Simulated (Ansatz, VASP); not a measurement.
**Ru in VASP and in Ansatz**

The input INCAR:

```
PREC = Accurate
ENCUT = 520
EDIFF = 1E-6
ISMEAR = -1
SIGMA = 0.1
LREAL = F
LASPH = T
NELM = 80
ALGO = Normal
ISIF = 2
LWAVE = F
LCHARG = T
GGA = PS
LELF = T
LVHAR = T
NBANDS = 21
```

The input KPOINTS:

```
regular mesh
0
Gamma
  22 22 12
```

File POSCAR:

```
Ru
1.0
    2.7287162696      0.0000000000      0.0000000000
   -1.3643581348      2.3631376092      0.0000000000
    0.0000000000      0.0000000000      4.2991016474
Ru
2
Direct
    0.3333333333      0.6666666667      0.2500000000
    0.6666666667      0.3333333333      0.7500000000
```

Input for Ansatz:

```yaml
crystal:
  lattice:
    - [2.72871627, 0.0, 0.0]
    - [-1.364358135, 2.3631376095, 0.0]
    - [0.0, 0.0, 4.2991016492]
  atoms:
    - { symbol: Ru, position: [0.3333333333, 0.6666666667, 0.25] }
    - { symbol: Ru, position: [0.6666666667, 0.3333333333, 0.75] }
hamiltonian:
  xc: pbesol
  pseudopotentials:
    kind: paw
    azcp:
      Ru: "pseudopotentials/Ru.paw.azcp"
basis:
  ecutwfc: 420
  fft_grid_basis: typed
kpoints:
  mp_grid: { grid: [22, 22, 12], shift: [0, 0, 0] }
magnetization:
  spin_polarized: false
scf:
  occupations: { method: fermi_dirac, width: 0.1 }
output:
  stress: true
```

Alike in both runs: task single point; functional PBEsol; k mesh 22 × 22 × 12; occupations fermi-dirac, width 0.1 eV; no spin polarisation.

|  | VASP | Ansatz |
| --- | --- | --- |
| version | VASP 6.6.1 | Ansatz 0.2.0 |
| potentials or method | VASP PAW PBE potentials, release 64 (Ru_pv), cutoff 520 eV | plane waves (420 eV) with PAW, scalar-relativistic |
| valence electrons in the cell | 28 | 32 |

```tsv
	VASP	Ansatz	Ansatz less VASP
pressure (GPa)	-12.4	-12.4	+0.07
```

VASP's potentials were made for PBE, not for PBEsol, and Ansatz warns of the same on its side. The functional is the same, so the differences come from potentials, cutoffs and numerics. VASP's potentials hold 28 valence electrons a cell and Ansatz's 32, so a difference there can come from the potentials and not from the codes.
